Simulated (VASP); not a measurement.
Wanted: the native input for a VASP 6.6.1 run.

* Task: relaxation of cell and atoms
* Functional: r2SCAN
* Potentials or basis: VASP PAW PBE potentials, release 64 (Zn)
* Cutoff: 550 eV
* k mesh: 18 × 18 × 10
* Occupations: fermi-dirac, width 0.15 eV
* Spin: no spin polarisation
* Dipole correction: no
* Further INCAR settings: ALGO = Normal; EDIFF = 1e-07; IBRION = 2; EDIFFG = -0.001; NSW = 80; ISIF = 3

Zn:

```
Zn
1.0
     2.59613    0.00000    0.00000
    -1.29806    2.24831    0.00000
     0.00000    0.00000    4.97953
Zn
2
Cartesian
  0.0000 1.4989 1.2449
  1.2981 0.7494 3.7347
```

These files were run (other wordings do the same):

POSCAR

```
Zn
1.0
    2.5961271480      0.0000000000      0.0000000000
   -1.2980635740      2.2483120616      0.0000000000
    0.0000000000      0.0000000000      4.9795349157
Zn
2
Direct
    0.3333333333      0.6666666667      0.2500000000
    0.6666666667      0.3333333333      0.7500000000
```

INCAR.step1

```
SYSTEM = Zn
ALGO = Normal
EDIFF = 1E-5
EDIFFG = -0.005
ENCUT = 550
GGA = PE
GGA_COMPAT = .FALSE.
IBRION = 2
ISIF = 3
ISMEAR = -1
LASPH = .TRUE.
LCHARG = .FALSE.
LREAL = .FALSE.
LWAVE = .TRUE.
NELM = 120
NELMIN = 4
NSW = 100
PREC = Accurate
SIGMA = 0.15
```

INCAR.step2

```
SYSTEM = Zn
ALGO = Normal
EDIFF = 1E-7
EDIFFG = -0.001
ENCUT = 550
GGA_COMPAT = .FALSE.
IBRION = 2
ISIF = 3
ISMEAR = -1
ISTART = 1
LASPH = .TRUE.
LCHARG = .FALSE.
LMIXTAU = .TRUE.
LREAL = .FALSE.
LWAVE = .FALSE.
METAGGA = R2SCAN
NELM = 120
NELMIN = 4
NSW = 80
PREC = Accurate
SIGMA = 0.15
```

KPOINTS

```
k-points
0
G
  18 18 10
  0 0 0
```

Potentials or basis: VASP PAW PBE potentials, release 64 (Zn).

Run with:

```bash
$ cat potpaw_PBE.64/Zn/POTCAR > POTCAR
$ cp INCAR.step1 INCAR
$ mpirun -np 1 vasp_std > vasp.out
$ cp INCAR.step2 INCAR
$ mpirun -np 1 vasp_std > vasp.out
```

It gave:

* Relaxed volume: 14.63 Å³/atom
* Relaxed cell: a = 2.601 Å, b = 2.601 Å, c = 4.993 Å, α = 90.00°, β = 90.00°, γ = 120.00°
* Space group after relaxing (to 0.1 Å): P6_3/mmc (No. 194)
* Energy gained by relaxing: 0.1 meV/atom
* Ionic steps: 7
* Pressure after relaxing: 0.0 GPa
* Band gap on the k mesh: zero (bands 12 and 13 overlap by 5.29 eV)

Caveat: the PAW data sets were made with another functional, which shifts forces and pressure a little.

Run time: 22 min on 1 thread of Intel(R) Xeon(R) 6975P-C (Granite Rapids) (shared host), peak memory 0.22 GiB.
